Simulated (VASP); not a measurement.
A run of VASP 6.6.1:

Contents of INCAR:

```
SYSTEM = HfAl5N6
PREC = Accurate
ENCUT = 600
EDIFF = 1E-7
ISMEAR = 0
SIGMA = 0.1
LREAL = .False.
LASPH = .True.
NELM = 120
ALGO = Normal
ISIF = 3
LWAVE = .False.
LCHARG = .False.
GGA = PE
IBRION = 2
NSW = 90
EDIFFG = -0.04
GGA_COMPAT = .False.
NELMIN = 4
```

Contents of KPOINTS:

```
regular mesh
0
Gamma
  6 6 2
  0 0 0
```

File POSCAR:

```
HfAl5N6
1.0
    2.9310156173      0.0000000000      0.0000000000
   -1.4655078086      2.5383339834      0.0000000000
    0.0000000000      0.0000000000     14.5919254341
Hf Al N
1 5 6
Direct
    0.0000000000      0.0000000000      0.5000000000
    0.3333333333      0.6666666667      0.8393299887
    0.6666666667      0.3333333333      0.6783309957
    0.3333333333      0.6666666667      0.3216690043
    0.6666666667      0.3333333333      0.1606700113
    0.0000000000      0.0000000000      0.0000000000
    0.0000000000      0.0000000000      0.7590952056
    0.3333333333      0.6666666667      0.6011591736
    0.6666666667      0.3333333333      0.3988408264
    0.0000000000      0.0000000000      0.2409047944
    0.3333333333      0.6666666667      0.0803169381
    0.6666666667      0.3333333333      0.9196830619
```

Potentials or basis: VASP PAW PBE potentials, release 64 (Hf_pv, Al, N).

Launch:

```sh
$ cat potpaw_PBE.64/Hf_pv/POTCAR potpaw_PBE.64/Al/POTCAR potpaw_PBE.64/N/POTCAR > POTCAR
$ mpirun -np 1 vasp_std > vasp.out
```

Hardware: 1 thread of Intel(R) Xeon(R) Platinum 8488C (Sapphire Rapids), on a shared host.

Estimate the wall time of this run.

Run time: 2.7 min on 1 thread of Intel(R) Xeon(R) Platinum 8488C (Sapphire Rapids) (shared host), peak memory 0.28 GiB. Counts: scf iterations 34, k points 14, ion steps 3.
